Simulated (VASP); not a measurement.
## NbSiO4: single point with PBE

NbSiO4:

```
Nb Si O
1.0
     3.26708    0.00000    0.00000
     0.00000    3.26708    0.00000
     0.00000    0.00000    5.74210
Nb Si O
1 1 4
Direct
  0.50000 0.50000 0.50000
  0.00000 0.00000 0.00000
  0.50000 0.00000 0.00000
  0.00000 0.50000 0.00000
  0.00000 0.00000 0.27370
  0.00000 0.00000 0.72630
```

The cell was built from a structure type or drawn by symmetry, and may not be a known phase.

| Property | Result |
| --- | --- |
| Program | VASP 6.6.1 |
| Task | single point |
| Functional | PBE |
| Potentials or basis | VASP PAW PBE potentials, release 64 (Nb_sv, Si, O) |
| Cutoff | 520 eV |
| k mesh | 6 × 6 × 4 |
| Occupations | gaussian, width 0.1 eV |
| Spin | collinear spin |
| Starting moments | [0.63, 0.0, 0.02, 0.02, -0.02, -0.02] μB |

```
Pressure                                              : 20.5 GPa
Largest force                                         : 10.720 eV/Å
Net moment                                            : 0.78 μB per cell
Site moments                                          : Nb +0.62; Si +0.00; O +0.02, -0.02 (each value once) μB
Valence electrons inside the program's atomic spheres : Nb 10.16; Si 1.86; O 5.24, 5.05 (each value once)
```

Forces on the atoms (eV/Å):
```
Nb    0.000   0.000   0.000
Si    0.000   0.000   0.000
O     0.000   0.000   0.000
O     0.000   0.000   0.000
O     0.000   0.000  10.720
O     0.000   0.000 -10.720
```

Stress tensor (GPa, compression positive):
```
 3.70  0.00  0.00
 0.00  3.70  0.00
 0.00  0.00 54.17
```

Levels at points of the mesh, in eV from the Fermi level:
Spin up:
| k point | band 19 | band 20 | band 21 | band 22 | band 23 | band 24 |
| --- | --- | --- | --- | --- | --- | --- |
| (0.00, 0.00, 0.00) | -1.31 | -0.95 | -0.52 | -0.52 | 1.01 | 1.44 |
| (0.50, 0.00, 0.00) | -2.03 | -0.83 | -0.10 | 0.56 | 0.85 | 0.85 |
| (0.50, 0.50, 0.00) | -0.81 | 0.10 | 1.18 | 1.22 | 1.73 | 1.73 |
| (0.00, 0.00, 0.50) | -1.01 | -0.69 | -0.58 | -0.58 | 1.01 | 1.64 |
| (0.50, 0.00, 0.50) | -1.77 | -1.68 | 0.12 | 0.20 | 0.67 | 0.88 |
| (0.50, 0.50, 0.50) | -0.41 | -0.32 | 0.95 | 1.22 | 1.48 | 1.48 |
Spin down:
```tsv
k point	band 18	band 19	band 20	band 21	band 22	band 23
(0.00, 0.00, 0.00)	-1.66	-1.27	-0.47	-0.47	0.29	1.44
(0.50, 0.00, 0.00)	-2.31	-1.93	-0.23	-0.09	0.92	1.09
(0.50, 0.50, 0.00)	-0.70	-0.70	1.29	1.51	1.56	1.92
(0.00, 0.00, 0.50)	-2.38	-0.91	-0.52	-0.52	0.49	1.44
(0.50, 0.00, 0.50)	-1.90	-1.81	-1.64	0.48	0.56	1.03
(0.50, 0.50, 0.50)	-0.38	-0.38	1.14	1.29	1.30	1.72
```

It took 5.6 min on 1 thread of Intel Xeon 8259CL, with other jobs on the host, peak memory 0.25 GiB.

Caveat: the cell stands under pressure; forces of over 1 eV/Å act on the atoms, so gaps and moduli don't describe the material at rest.
